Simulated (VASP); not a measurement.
Set up this calculation in VASP 6.6.1, as the native input.

```
Task                   : single point
Functional             : PBE
Potentials or basis    : VASP PAW PBE potentials, release 64 (Al, N)
Cutoff                 : 520 eV
k mesh                 : 5 × 5 × 3
Occupations            : gaussian, width 0.01 eV
Spin                   : no spin polarisation
Dipole correction      : no
Further INCAR settings : ALGO = Normal; EDIFF = 1e-07; NBANDS = 16
```

The structure of AlN lies in POSCAR:

```
AlN
1.0
    3.1130000000      0.0000000000      0.0000000000
   -1.5565000000      2.6959370800      0.0000000000
    0.0000000000      0.0000000000      4.9810000000
Al N
2 2
Direct
    0.3333333333      0.6666666667      0.0000000000
    0.6666666667      0.3333333333      0.5000000000
    0.3333333333      0.6666666667      0.3800000000
    0.6666666667      0.3333333333      0.8800000000
```

One way to write it, as run:

INCAR

```
PREC = Accurate
ENCUT = 520
EDIFF = 1E-7
ISMEAR = 0
SIGMA = 0.01
LREAL = False
LASPH = True
NELM = 100
ALGO = Normal
ISIF = 2
LWAVE = False
LCHARG = False
GGA = PE
NBANDS = 16
```

KPOINTS

```
regular mesh
0
Gamma
  5 5 3
```

Potentials or basis: VASP PAW PBE potentials, release 64 (Al, N).

Launch:

```bash
$ cat potpaw_PBE.64/Al/POTCAR potpaw_PBE.64/N/POTCAR > POTCAR
$ mpirun -np 1 vasp_std > vasp.out
```

It gave:

- Pressure: 3.4 GPa
- Largest force: 0.132 eV/Å
- Band gap on the k mesh: 4.22 eV, direct

Caveat: the k points lie up to 0.47 Å⁻¹ apart.

It took 14 s on 1 thread of AMD EPYC 7R13, with other jobs on the host, peak memory 0.12 GiB.
